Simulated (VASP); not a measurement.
Wanted: the native input for a VASP 6.6.1 run.

| Quantity | Value |
| --- | --- |
| Task | single point |
| Functional | PBE |
| Potentials or basis | VASP PAW PBE potentials, release 64 (N, Ga_d) |
| Cutoff | 520 eV |
| k mesh | 8 × 8 × 1 |
| Occupations | gaussian, width 0.05 eV |
| Spin | collinear spin |
| Starting moments | [0.0, 0.0, 0.0, 3.0, 0.0, 0.0, 0.0] μB |
| Dipole correction | yes |
| Further INCAR settings | ALGO = Normal; EDIFF = 1e-06; NBANDS = 42 |

The structure of Ga3N4 lies in POSCAR:

```
Ga3N4
1.0
    3.2165072845      0.0000000000      0.0000000000
    0.0000000000      3.2165072845      0.0000000000
    0.0000000000      0.0000000000     21.2198072894
N Ga
4 3
Direct
    0.0000000000      0.5000000000      0.1885031257
    0.5000000000      0.0000000000      0.2956866680
    0.0000000000      0.5000000000      0.4029970640
    0.7500000000      0.5000000000      0.5368875217
    0.5000000000      0.5000000000      0.2420948968
    0.0000000000      0.0000000000      0.3470972838
    0.5000000000      0.5000000000      0.4580535137
```

One way to write it, as run:

INCAR

```
  ALGO = Normal
  DIPOL = 0.5 0.5 0.353
  EDIFF = 1E-6
  ENCUT = 520
  GGA = PE
  IDIPOL = 3
  ISIF = 2
  ISMEAR = 0
  ISPIN = 2
  LASPH = True
  LCHARG = False
  LDIPOL = True
  LORBIT = 11
  LREAL = False
  LWAVE = False
  MAGMOM = 0 0 0 3 0 0 0
  NBANDS = 42
  NELM = 150
  PREC = Accurate
  SIGMA = 0.05
```

KPOINTS

```
k-points
0
Gamma
  8 8 1
```

Potentials or basis: VASP PAW PBE potentials, release 64 (N, Ga_d).

Command:

```bash
$ cat potpaw_PBE.64/N/POTCAR potpaw_PBE.64/Ga_d/POTCAR > POTCAR
$ mpirun -np 1 vasp_std > vasp.out
```

Results of the run:

```json
{
  "Largest force": "2.272 eV/Å",
  "Net moment": "1.86 μB per cell",
  "Site moments": "N +0.12, +0.05, +0.03, +1.12; Ga +0.02, +0.00, -0.03 μB",
  "Valence electrons inside the program's atomic spheres": "N 3.46, 3.72, 3.69, 3.40; Ga 11.80, 11.75 (each value once)"
}
```

Run time: 36 min on 1 thread of AMD EPYC 7R13, on a shared host, peak memory 0.54 GiB.
